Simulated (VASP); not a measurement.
A run of VASP 6.6.1 is set up as follows.

INCAR

```
PREC     = Accurate       # precision mode
ENCUT    = 520            # plane-wave cutoff, eV
EDIFF    = 1E-6           # SCF threshold, eV
ISMEAR   = 0              # smearing method
SIGMA    = 0.1            # smearing width, eV
LREAL    = F              # projectors in reciprocal space
LASPH    = T              # aspherical terms in the spheres
NELM     = 80             # most SCF steps
ALGO     = Normal         # electronic algorithm
ISIF     = 2              # what is computed and relaxed
LWAVE    = F              # write WAVECAR
LCHARG   = F              # write CHGCAR
GGA      = PS             # functional
NBANDS   = 66             # bands
```

KPOINTS

```
regular mesh
0
Gamma
  12 12 4
```

File POSCAR:

```
Ge
1.0
    4.0438122685      0.0000000000      0.0000000000
   -2.0219061343      3.5020441527      0.0000000000
    0.0000000000      0.0000000000     13.2752070812
Ge
8
Direct
    0.0000000000      0.0000000000      0.4068073295
    0.0000000000      0.0000000000      0.5931926705
    0.0000000000      0.0000000000      0.9068073295
    0.0000000000      0.0000000000      0.0931926705
    0.3333333333      0.6666666667      0.3441392333
    0.6666666667      0.3333333333      0.6558607667
    0.6666666667      0.3333333333      0.8441392333
    0.3333333333      0.6666666667      0.1558607667
```

Potentials or basis: VASP PAW PBE potentials, release 64 (Ge_d).

Run with:

```sh
$ cat potpaw_PBE.64/Ge_d/POTCAR > POTCAR
$ mpirun -np 1 vasp_std > vasp.out
```

What does it give for the pressure?

-2.0 GPa.

What does it give for the band gap on the k mesh?

Zero (bands 56 and 57 overlap by 0.01 eV).

Estimate the largest force.

0.009 eV/Å.

Forces in eV/Å, atoms in the order of the input:
```
Ge   0.000  0.000  0.001
Ge   0.000  0.000 -0.001
Ge   0.000  0.000  0.001
Ge   0.000  0.000 -0.001
Ge   0.000  0.000  0.009
Ge   0.000  0.000 -0.009
Ge   0.000  0.000  0.009
Ge   0.000  0.000 -0.009
```

Caveat: semilocal functionals underestimate gaps, and a narrow one can read as zero; the PAW data sets were made with another functional, which shifts forces and pressure a little.
